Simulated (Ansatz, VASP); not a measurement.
Cd3TeSe2 in VASP and in Ansatz

```
Cd Te Se
1.0
     6.28597    0.00000    0.00000
    -3.14298    5.44381    0.00000
     0.00000    0.00000    4.87692
Cd Te Se
3 1 2
Direct
  0.50000 0.00000 0.50000
  0.50000 0.50000 0.50000
  0.00000 0.50000 0.50000
  0.00000 0.00000 0.00000
  0.33333 0.66667 0.00000
  0.66667 0.33333 0.00000
```

Change from the starting cell: species swapped into the SmAl3Pd2 type (P6/mmm, No. 191).

Alike in both runs: task relaxation of cell and atoms; functional PBE; k mesh 6 × 6 × 8; occupations gaussian, width 0.1 eV; no spin polarisation.

|  | VASP | Ansatz |
| --- | --- | --- |
| version | VASP 6.6.1 | Ansatz 0.2.0 |
| potentials or method | VASP PAW PBE potentials, release 64 (Cd, Te, Se), cutoff 600 eV | scalar-relativistic, plane waves, PAW |
| valence electrons in the cell | 54 | 108 |

VASP gave:

- gap on the k mesh at the Fermi level, each at its own relaxed structure (eV): none
- relaxed volume (Å³/atom): 28.40
- relaxed cell length with the largest relative difference (Å): 3.682

Task: Estimate Ansatz's values.

Result: gap on the k mesh at the Fermi level, each at its own relaxed structure (eV): none; relaxed volume (Å³/atom): 28.30; relaxed cell length with the largest relative difference (Å): 3.674.

A gap of «none» marks a metal or a gap that the smearing closes. VASP's potentials hold 54 valence electrons a cell and Ansatz's 108, so a difference there can come from the potentials and not from the codes.

Spin-orbit coupling is off throughout.
